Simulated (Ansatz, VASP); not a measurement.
**One calculation of Te2Pt, two programs**

```
CELL_PARAMETERS angstrom
4.01800 0.00000 0.00000
-2.00900 3.47969 0.00000
0.00000 0.00000 10.42400
ATOMIC_POSITIONS crystal
Te 0.33333 0.66667 0.12500
Te 0.66667 0.33333 0.37500
Te 0.33333 0.66667 0.62500
Te 0.66667 0.33333 0.87500
Pt 0.00000 0.00000 0.00000
Pt 0.00000 0.00000 0.50000
```

Alike in both runs: task single point; functional LDA; k mesh 6 × 6 × 2; occupations gaussian, width 0.05 eV; non-collinear spin; Hubbard terms Pt d U = 4.0 eV, J = 0.5 eV.

|  | VASP | Ansatz |
| --- | --- | --- |
| version | VASP 6.6.1 | Ansatz 0.2.0 |
| potentials or method | VASP PAW LDA potentials, release 64 (Te, Pt), cutoff 500 eV | scalar-relativistic, plane waves, PAW |
| valence electrons in the cell | 44 | 100 |

```csv
,VASP,Ansatz,Ansatz less VASP
gap on the k mesh at the Fermi level (eV),none,none,-
pressure (GPa),-0.5,1.2,+1.72
rms of the force components (eV/Å),0.206,0.292,+0.0855
```

LDA's correlation is that of Perdew and Zunger in VASP and of Perdew and Wang (1992) in Ansatz. The programs project onto different local orbitals, so the same U acts differently, and such runs can settle in different states. A gap of «none» marks a metal or a gap that the smearing closes. VASP's potentials hold 44 valence electrons a cell and Ansatz's 100, so a difference there can come from the potentials and not from the codes. Ansatz's warnings: filled band counts differ across k points, seeded moment not kept, specified occupation not kept.

Neither program's run includes spin-orbit coupling.
